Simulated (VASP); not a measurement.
# As (P6/mmm) in VASP: further runs

As is run at these levels: PBE; tasks: relaxation of cell and atoms, single point.

Program: VASP 6.6.1. These are calculated values, not measurements. Logs are shortened: lines on timing, memory, paths and dates and some standing lists are left out, and cuts for length are marked.

**1. The cell of the first run**

Symmetry: P6/mmm, No. 191, hexagonal system. The conventional cell has a = 3.878 Å, b = 3.878 Å, c = 2.287 Å, α = 90.00°, β = 90.00°, γ = 120.00°. As (site symmetry 6/mmm) has 14 As at 2.29 to 2.51 Å within 3.0 Å. Within 3.0 Å of As (site symmetry -6m2) lie 11 As at 2.24 to 2.51 Å.

**2. Relaxation of cell and atoms, PBE, target pressure 220 GPa, at which the enthalpy is minimised**

The input, INCAR:

```
SYSTEM = As
ALGO = Normal
EDIFF = 1E-6
EDIFFG = -0.005
ENCUT = 600
GGA = PE
IBRION = 2
ISIF = 3
ISMEAR = -1
LASPH = .TRUE.
LCHARG = .FALSE.
LREAL = .FALSE.
LWAVE = .FALSE.
NELM = 60
NSW = 32
PREC = Accurate
PSTRESS = 2200.0
SIGMA = 0.08
```

The input, KPOINTS:

```
k-points
0
G
  10 10 13
  0 0 0
```

The input, POSCAR:

```
As
1.0
    3.8780468031      0.0000000000      0.0000000000
   -1.9390234015      3.3584870485      0.0000000000
    0.0000000000      0.0000000000      2.2867343530
As
3
Direct
    0.0000000000      0.0000000000      0.0000000000
    0.3333333333      0.6666666667      0.5000000000
    0.6666666667      0.3333333333      0.5000000000
```

Potentials or basis: VASP PAW PBE potentials, release 64 (As).

Started as:

```bash
$ cat potpaw_PBE.64/As/POTCAR > POTCAR
$ mpirun -np 1 vasp_std > vasp.out
```

OUTCAR:

```text
SYSTEM = As
   EDIFF = 1E-6
   EDIFFG = -0.005
   ENCUT = 600
   GGA = PE
   IBRION = 2
   ISIF = 3
   ISMEAR = -1
   LASPH = .TRUE.
   LREAL = .FALSE.
   NELM = 60
   NSW = 32
   PREC = Accurate
   PSTRESS = 2200.0

 ion  position               nearest neighbor table
   1  0.000  0.000  0.000-   2 2.51   3 2.51   2 2.51   3 2.51   2 2.51   2 2.51   3 2.51   3 2.51
                             3 2.51   3 2.51   2 2.51   2 2.51
   2  0.333  0.667  0.500-   3 2.24   3 2.24   3 2.24   1 2.51   1 2.51   1 2.51   1 2.51   1 2.51
                             1 2.51
   3  0.667  0.333  0.500-   2 2.24   2 2.24   2 2.24   1 2.51   1 2.51   1 2.51   1 2.51   1 2.51
                             1 2.51

  LATTYP: Found a hexagonal cell.
 ALAT       =     3.8780468031
 C/A-ratio  =     0.5896613602

  Lattice vectors:

 A1 = (   3.8780468031,   0.0000000000,   0.0000000000)
 A2 = (  -1.9390234015,   3.3584870485,   0.0000000000)
 A3 = (   0.0000000000,   0.0000000000,   2.2867343530)

Analysis of symmetry for initial positions (statically):
=====================================================================
 Subroutine PRICEL returns:
 Original cell was already a primitive cell.

 Routine SETGRP: Setting up the symmetry group for a
 hexagonal supercell.

 Subroutine GETGRP returns: Found 24 space group operations
 (whereof 24 operations were pure point group operations)
 out of a pool of 24 trial point group operations.

The static configuration has the point symmetry D_6h.

Analysis of symmetry for dynamics (positions and initial velocities):
=====================================================================
 Subroutine PRICEL returns:
 Original cell was already a primitive cell.

 Routine SETGRP: Setting up the symmetry group for a
 hexagonal supercell.

 Subroutine GETGRP returns: Found 24 space group operations
 (whereof 24 operations were pure point group operations)
 out of a pool of 24 trial point group operations.

The dynamic configuration has the point symmetry D_6h.

 Subroutine INISYM returns: Found 24 space group operations
 (whereof 24 operations are pure point group operations),
 and found     1 'primitive' translations

----------------------------------------------------------------------------------------

                                     Primitive cell

  volume of cell :      29.7833

  direct lattice vectors                    reciprocal lattice vectors
     3.878046803  0.000000000  0.000000000     0.257861767  0.148876560  0.000000000
    -1.939023402  3.358487048  0.000000000     0.000000000  0.297753121  0.000000000
     0.000000000  0.000000000  2.286734353     0.000000000  0.000000000  0.437304840

  length of vectors
     3.878046803  3.878046803  2.286734353     0.297753121  0.297753121  0.437304840

  position of ions in fractional coordinates (direct lattice)
     0.000000000  0.000000000  0.000000000
     0.333333333  0.666666667  0.500000000
     0.666666667  0.333333333  0.500000000

  ion indices of the primitive-cell ions
   primitive index   ion index
                 1           1
                 2           2
                 3           3

----------------------------------------------------------------------------------------

 KPOINTS: k-points

Automatic generation of k-mesh.
 Grid dimensions read from file:
 generate k-points for:   10   10   13

 Generating k-lattice:

  Cartesian coordinates                     Fractional coordinates (reciprocal lattice)
     0.025786177  0.014887656  0.000000000     0.100000000  0.000000000  0.000000000
     0.000000000  0.029775312  0.000000000     0.000000000  0.100000000  0.000000000
     0.000000000  0.000000000  0.033638834     0.000000000  0.000000000  0.076923077

  Length of vectors
     0.029775312  0.029775312  0.033638834

  Shift w.r.t. Gamma in fractional coordinates (k-lattice)
     0.000000000  0.000000000  0.000000000

 Subroutine IBZKPT returns following result:
 ===========================================

 Found     98 irreducible k-points:

 Following reciprocal coordinates:
            Coordinates               Weight
  0.000000  0.000000  0.000000      1.000000
  0.100000  0.000000  0.000000      6.000000
  0.200000  0.000000  0.000000      6.000000
  0.300000  0.000000  0.000000      6.000000
  0.400000  0.000000  0.000000      6.000000
  0.500000  0.000000  0.000000      3.000000
[... 16 lines left out ...]
  0.300000  0.100000  0.076923     24.000000
  0.400000  0.100000  0.076923     24.000000
 [... further k-points ...]
   k-points           NKPTS =     98   k-points in BZ     NKDIM =     98   number of bands    NBANDS=     11
   number of dos      NEDOS =    301   number of ions     NIONS =      3
   total plane-waves  NPLWV =  18432
   dimension x,y,z NGX =    32 NGY =   32 NGZ =   18
   dimension x,y,z NGXF=    64 NGYF=   64 NGZF=   36
   ions per type =               3
   NGX,Y,Z   is equivalent  to a cutoff of  13.72, 13.72, 13.09 a.u.
   NGXF,Y,Z  is equivalent  to a cutoff of  27.44, 27.44, 26.17 a.u.
 SYSTEM =  As
   PREC   = accura    normal or accurate (medium, high low for compatibility)
   ISTART =      0    job   : 0-new  1-cont  2-samecut
   ICHARG =      2    charge: 1-file 2-atom 10-const
   ISPIN  =      1    spin polarized calculation?
   LNONCOLLINEAR =      F non collinear calculations
   LSORBIT =      F    spin-orbit coupling
   LASPH  =      T    aspherical Exc in radial PAW
   ENCUT  =  600.0 eV  44.10 Ry    6.64 a.u.   7.75  7.75  4.57*2*pi/ulx,y,z
   NELM   =     60;   NELMIN=  2; NELMDL= -5     # of ELM steps
   EDIFF  = 0.1E-05   stopping-criterion for ELM
   LREAL  =      F    real-space projection
   EDIFFG = -.5E-02   stopping-criterion for IOM
   NSW    =     32    number of steps for IOM
   IBRION =      2    ionic relax: 0-MD 1-quasi-New 2-CG
   NFREE  =      1    steps in history (QN), initial steepest desc. (CG)
   ISIF   =      3    stress and relaxation
   ISYM   =      2    0-nonsym 1-usesym 2-fastsym
   POTIM  = 0.5000    time-step for ionic-motion
   TEBEG  =    0.0;   TEEND  =   0.0 temperature during run
   PSTRESS= 2200.0 pullay stress
   NELECT =      15.0000    total number of electrons
   NUPDOWN=      -1.0000    fix difference up-down
   EMIN   =  10.00;   EMAX   =-10.00  energy-range for DOS
   EFERMI =   0.00;   METHOD = LEGACY
   ISMEAR =    -1;   SIGMA  =   0.08  broadening in eV -4-tet -1-fermi 0-gaus
   EFERMI_NEDOS =   21; number of points for ismear=-14 and -15
   IALGO  =     38    algorithm
   IMIX   =      4    mixing-type and parameters
     AMIX     =   0.40;   BMIX     =  1.00
     AMIX_MAG =   1.60;   BMIX_MAG =  1.00
  volume/ion in A,a.u.               =       9.93        67.00
  Fermi-wavevector in a.u.,A,eV,Ry     =   1.302510  2.461387 23.082727  1.696533
  Thomas-Fermi vector in A             =   2.433573
   LORBIT       =      0    0 simple, 1 ext, 2 COOP (PROOUT), +10 PAW based schemes
   GGA     = PE    functional components
   LHFCALC =     F    Hartree Fock is set to
   AEXX    =    0.0000 exact exchange contribution
   IVDW    =     0    specifies the selected vdW correction
   LEPSILON=     F    determine dielectric tensor
   LRPA    =     F    only Hartree local field effects (RPA)
 conjugate gradient relaxation of ions
 non-spin polarized calculation
  energy-cutoff  :      600.00
  volume of cell :       29.78
 maximum number of plane-waves:      1012
 NGX is ok and might be reduce to    32
   NGX = 15   NGY = 15   NGZ =  9

--------------------------------------- Ionic step        1  -------------------------------------------

 number of electron      15.0000001 magnetization

 Free energy of the ion-electron system (eV)
  ---------------------------------------------------
  ext. energy  EPLUGINS =         0.00000000
  ---------------------------------------------------
  free energy    TOTEN  =        -1.75618643 eV

  energy without entropy =       -1.73949146  energy(sigma->0) =       -1.74783894

------------------------ aborting loop because EDIFF is reached ----------------------------------------

  FORCE on cell =-STRESS in cart. coord.  units (eV):
  Direction    XX          YY          ZZ          XY          YZ          ZX
  --------------------------------------------------------------------------------------
  -------------------------------------------------------------------------------------
  Total       42.3261018     42.3261018     42.3396256      0.0000000     -0.0000000      0.0000000
  in kB     2276.9128848   2276.9128848   2277.6403898      0.0000000     -0.0000000      0.0000000
  external PRESSURE =      77.1553865 kB  Pullay stress =    2200.0000000 kB

 VOLUME and BASIS-vectors are now :
 -----------------------------------------------------------------------------
  energy-cutoff  :      600.00
  volume of cell :       29.78
      direct lattice vectors                 reciprocal lattice vectors
     3.878046803  0.000000000  0.000000000     0.257861767  0.148876560  0.000000000
    -1.939023402  3.358487048  0.000000000     0.000000000  0.297753121  0.000000000
     0.000000000  0.000000000  2.286734353     0.000000000  0.000000000  0.437304840
[... 243 lines left out ...]
  FREE ENERGIE OF THE ION-ELECTRON SYSTEM (eV)
  ---------------------------------------------------
  free  energy   TOTEN  =        -2.1308888543 eV

  energy  without entropy=       -2.1139948713  energy(sigma->0) =       -2.12244186

  enthalpy is  TOTEN    =        39.1336942638 eV   P V=       41.2645831181

--------------------------------------- Ionic step        8  -------------------------------------------

 number of electron      15.0000001 magnetization

 Free energy of the ion-electron system (eV)
  ---------------------------------------------------
  ext. energy  EPLUGINS =         0.00000000
  ---------------------------------------------------
  free energy    TOTEN  =        -2.13806738 eV

  energy without entropy =       -2.12116629  energy(sigma->0) =       -2.12961684

 E-fermi :  16.3409     XC(G=0): -13.8051

 val. band max:       16.3243819472   @ k =   0.2000   0.2000   0.0769
 cond. band min:      16.3630197984   @ k =   0.3000   0.3000   0.4615
 fundamental gap:      0.0386378512
 Fermi energy:        16.3409003495

 k-point     1 :       0.0000    0.0000    0.0000
  band No.  band energies     occupation
      1      -6.9554      2.00000
      2       5.9671      2.00000
      3       6.0203      2.00000
      4       6.8979      2.00000
      5       6.8979      2.00000
      6       7.1758      2.00000
      7       7.1758      2.00000
      8      20.0535      0.00000
      9      24.4850      0.00000
     10      29.2402      0.00000
     11      29.2402      0.00000

 k-point     2 :       0.1000    0.0000    0.0000
  band No.  band energies     occupation
      1      -6.8200      2.00000
      2       4.0552      2.00000
      3       5.1222      2.00000
      4       5.7495      2.00000
      5       7.8146      2.00000
      6       8.5874      2.00000
      7       9.5762      2.00000
      8      20.1994      0.00000
      9      24.5392      0.00000
     10      27.6224      0.00000
     11      28.1312      0.00000
[... 295 lines left out ...]
 k-point    24 :       0.4000    0.1000    0.0769
  band No.  band energies     occupation
      1      -3.9287      2.00000
      2      -2.5611      2.00000
      3       1.5388      2.00000
      4       5.6392      2.00000
      5      13.5953      2.00000
      6      16.2013      1.70250
      7      17.5192      0.00000
      8      19.8913      0.00000
      9      19.9993      0.00000
     10      20.8712      0.00000
     11      22.2196      0.00000

 [... further k-points ...]

------------------------ aborting loop because EDIFF is reached ----------------------------------------

  FORCE on cell =-STRESS in cart. coord.  units (eV):
  Direction    XX          YY          ZZ          XY          YZ          ZX
  --------------------------------------------------------------------------------------
  -------------------------------------------------------------------------------------
  Total       41.2715097     41.2715097     41.2761544      0.0000000     -0.0000000      0.0000000
  in kB     2199.9866653   2199.9866651   2200.2342530      0.0000001     -0.0000000      0.0000000
  external PRESSURE =       0.0691945 kB  Pullay stress =    2200.0000000 kB

 VOLUME and BASIS-vectors are now :
 -----------------------------------------------------------------------------
  energy-cutoff  :      600.00
  volume of cell :       30.06
      direct lattice vectors                 reciprocal lattice vectors
     3.890065362  0.000000000  0.000000000     0.257065089  0.148416599 -0.000000000
    -1.945032681  3.368895425 -0.000000000    -0.000000000  0.296833197 -0.000000000
     0.000000000  0.000000000  2.293487942    -0.000000000  0.000000000  0.436017117

 POSITION                                       TOTAL-FORCE (eV/Angst)
 -----------------------------------------------------------------------------------
      1.94503      3.36890      0.00000        -0.000000     -0.000000      0.000000
     -0.00000      2.24593      1.14674        -0.000000      0.000000      0.000000
      1.94503      1.12297      1.14674         0.000000     -0.000000     -0.000000
 -----------------------------------------------------------------------------------
    total drift:                                0.000000     -0.000000     -0.000000

  FREE ENERGIE OF THE ION-ELECTRON SYSTEM (eV)
  ---------------------------------------------------
  free  energy   TOTEN  =        -2.1380673847 eV

  energy  without entropy=       -2.1211662897  energy(sigma->0) =       -2.12961684

  enthalpy is  TOTEN    =        39.1336924988 eV   P V=       41.2717598835

 reached required accuracy - stopping structural energy minimisation
```

It took 32 s on 1 thread of Intel Xeon 6975P-C (Granite Rapids), shared host; peak memory 0.17 GiB.

Results:

| Property | Result |
| --- | --- |
| Free energy | -2.1381 eV |
| Relaxed volume | 10.02 Å³/atom |
| Relaxed cell | a = 3.890 Å, b = 3.890 Å, c = 2.293 Å, α = 90.00°, β = 90.00°, γ = 120.00° |
| Space group after relaxing (to 0.05 Å) | P6/mmm (No. 191) |
| Energy change on relaxing (the enthalpy is what falls) | -127.3 meV/atom |
| Ionic steps | 8 |
| Pressure after relaxing | 220.0 GPa |

The path:
```csv
step,energy change (eV),largest force (eV/Å),pressure (GPa),volume (Å³)
1,0.0000,0.0000,227.72,29.78
2,-2.6349,0.0000,175.34,31.89
3,-0.3934,0.0000,219.76,30.07
4,-0.3817,0.0000,219.97,30.06
5,-0.3741,0.0000,220.13,30.05
6,-0.3751,0.0000,220.13,30.05
7,-0.3747,0.0000,220.14,30.05
8,-0.3819,0.0000,220.01,30.06
```

Final structure:
```
As
1.0
     3.89007    0.00000    0.00000
    -1.94503    3.36890    0.00000
     0.00000    0.00000    2.29349
As
3
Direct
  0.00000 0.00000 0.00000
  0.33333 0.66667 0.50000
  0.66667 0.33333 0.50000
```

Caveat: the cell is relaxed towards a set pressure, so the enthalpy falls and the energy may rise; the bands computed are all filled at some k points, so no gap is given.

[end of part 1 of 2]
